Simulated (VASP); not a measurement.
## Na: single point with LDA

The system is Na.

```
Na
1.0
     3.51272    0.00000    0.00000
    -1.17091    3.31182    0.00000
    -1.17091   -1.65591    2.86812
Na
1
Direct
  0.00000 0.00000 0.00000
```

| Item | Value |
| --- | --- |
| Program | VASP 6.6.1 |
| Task | single point |
| Functional | LDA |
| Potentials or basis | VASP PAW LDA potentials, release 64 (Na_pv) |
| Cutoff | 500 eV |
| k mesh | 7 × 7 × 7 |
| Occupations | gaussian, width 0.1 eV |
| Spin | no spin polarisation |
| Dipole correction | no |
| Further INCAR settings | ALGO = Normal; EDIFF = 1e-06; NBANDS = 10 |

| Quantity | Value |
| --- | --- |
| Pressure | -0.1 GPa |

Levels at points of the mesh, in eV from the Fermi level:
| k point | band 1 | band 2 | band 3 | band 4 | band 5 | band 6 | band 7 | band 8 | band 9 |
| --- | --- | --- | --- | --- | --- | --- | --- | --- | --- |
| (0.00, 0.00, 0.00) | -24.79 | -24.79 | -24.79 | -3.44 | 12.40 | 12.40 | 12.40 | 13.57 | 13.57 |

Wall time 9.1 s on 1 thread of Intel Xeon 8259CL, with other jobs on the host, peak memory 0.13 GiB.
